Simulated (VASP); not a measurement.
LiHgS:

```
CELL_PARAMETERS angstrom
3.49639 0.00000 0.00000
0.00000 3.49639 0.00000
0.00000 0.00000 6.23433
ATOMIC_POSITIONS crystal
Li 0.50000 0.50000 0.50000
Hg 0.00000 0.00000 0.00000
S 0.00000 0.00000 0.50000
```

| Item | Value |
| --- | --- |
| Program | VASP 6.6.1 |
| Task | relaxation of cell and atoms |
| Functional | PBE |
| Potentials or basis | VASP PAW PBE potentials, release 64 (Li_sv, Hg, S) |
| Cutoff | 600 eV |
| k mesh | 6 × 6 × 4 |
| Occupations | gaussian, width 0.1 eV |
| Spin | no spin polarisation |

At the start: pressure -2.3 GPa; volume 25.40 Å³/atom.

How do energy, volume and symmetry change on relaxing?

Over 9 steps the energy falls by 110.8 meV/atom and the volume is 22.72 Å³/atom (-10.6 %); space group P4/mmm (No. 123, to 0.05 Å).

Step by step:
```tsv
step	energy change (eV)	largest force (eV/Å)	pressure (GPa)	volume (Å³)
1	0.0000	0.0000	-2.27	76.21
2	-0.1116	0.0000	-1.59	72.28
3	-0.2471	0.0000	3.71	60.87
4	-0.2646	0.0000	0.77	65.14
5	-0.2710	0.0000	1.67	63.68
6	-0.3134	0.0000	1.33	64.89
7	-0.3185	0.0000	1.39	65.77
8	-0.3214	0.0000	1.30	65.44
9	-0.3323	0.0000	0.11	68.15
```

Final structure:
```yaml
crystal:
  lattice:
    - [3.59710, 0.00000, 0.00000]
    - [0.00000, 3.59710, 0.00000]
    - [0.00000, 0.00000, 5.26677]
  atoms:
    - { symbol: Li, position: [0.50000, 0.50000, 0.50000] }
    - { symbol: Hg, position: [0.00000, 0.00000, 0.00000] }
    - { symbol: S, position: [0.00000, 0.00000, 0.50000] }
```

Caveat: the cutoff is under 1.25 times the usual one of these potentials, so pressure, stress and relaxed cells hold a basis-set (Pulay) error.
